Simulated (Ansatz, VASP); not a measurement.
**Two plane-wave programs on LaH3**

```
La H
1.0
     0.00000    2.78648    2.78648
     2.78648    0.00000    2.78648
     2.78648    2.78648    0.00000
La H
1 3
Direct
  0.00000 0.00000 0.00000
  0.50000 0.50000 0.50000
  0.75000 0.75000 0.75000
  0.25000 0.25000 0.25000
```

Alike in both runs: task relaxation of cell and atoms; functional PBEsol; k mesh 6 × 6 × 6; occupations fermi-dirac, width 0.15 eV; no spin polarisation.

|  | VASP | Ansatz |
| --- | --- | --- |
| version | VASP 6.6.1 | Ansatz 0.2.0 |
| potentials or method | VASP PAW PBE potentials, release 64 (La, H), cutoff 600 eV | plane waves, PAW |
| valence electrons in the cell | 14 | 14 |

```tsv
	VASP	Ansatz	Ansatz less VASP
relaxed volume (Å³/atom)	10.40	10.41	+0.007
relaxed cell length with the largest relative difference (Å)	3.889	3.890	+0.0009
```

VASP's potentials were made for PBE, not for PBEsol. Ansatz's warnings: force scf threshold loose, stress scf threshold loose.

Neither program's run includes spin-orbit coupling.
